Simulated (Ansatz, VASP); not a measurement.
**MoSe in VASP and in Ansatz**

File INCAR:

```
SYSTEM = MoSe
ALGO = Normal
EDIFF = 1E-6
ENCUT = 520
GGA = PS
ISIF = 2
ISMEAR = 0
ISPIN = 2
LASPH = .TRUE.
LCHARG = .FALSE.
LMAXMIX = 4
LORBIT = 11
LREAL = .FALSE.
LWAVE = .FALSE.
MAGMOM = 3.5 0
NBANDS = 21
NELM = 150
PREC = Accurate
SIGMA = 0.1
```

Contents of KPOINTS:

```
k-points
0
G
  14 14 14
  0 0 0
```

POSCAR

```
MoSe
1.0
    0.0000000000      2.6579681742      2.6579681742
    2.6579681742      0.0000000000      2.6579681742
    2.6579681742      2.6579681742      0.0000000000
Mo Se
1 1
Direct
    0.0000000000      0.0000000000      0.0000000000
    0.5000000000      0.5000000000      0.5000000000
```

Input for Ansatz:

```yaml
crystal:
  lattice:
    - [0.0, 2.6579681742, 2.6579681742]
    - [2.6579681742, 0.0, 2.6579681742]
    - [2.6579681742, 2.6579681742, 0.0]
  atoms:
    - { symbol: Mo, position: [0.0, 0.0, 0.0], spin: 3.5 }
    - { symbol: Se, position: [0.5, 0.5, 0.5] }
basis:
  ecutwfc: 420
kpoints:
  mp_grid: { grid: [14, 14, 14] }
hamiltonian:
  xc: pbesol
scf:
  occupations: { method: gaussian, width: 0.1 }
  lower_state_search: "off"
output:
  forces: true
  stress: true
  eigenvalues: true
  populations: true
magnetization:
  spin_polarized: true
```

Alike in both runs: task single point; functional PBEsol; k mesh 14 × 14 × 14; occupations gaussian, width 0.1 eV; collinear spin.

```csv
,VASP,Ansatz
version,VASP 6.6.1,Ansatz 0.2.0
potentials or method,"VASP PAW PBE potentials, release 64 (Mo_sv, Se), cutoff 520 eV","scalar-relativistic, plane waves, PAW"
valence electrons in the cell,20,30
```

VASP gave:

- gap on the k mesh at the Fermi level (eV): none
- pressure (GPa): -5.1
- net moment per atom (μB): 1.11
- size of the moment on the site where the two differ most (μB): 1.95

Question: Which values does Ansatz return?

Answer: gap on the k mesh at the Fermi level (eV): none; pressure (GPa): -5.2; net moment per atom (μB): 1.12; size of the moment on the site where the two differ most (μB): 1.72.

VASP's potentials were made for PBE, not for PBEsol. Site moments also hang on the region over which each program counts them. A gap of «none» marks a metal or a gap that the smearing closes. VASP's potentials hold 20 valence electrons a cell and Ansatz's 30, so a difference there can come from the potentials and not from the codes.
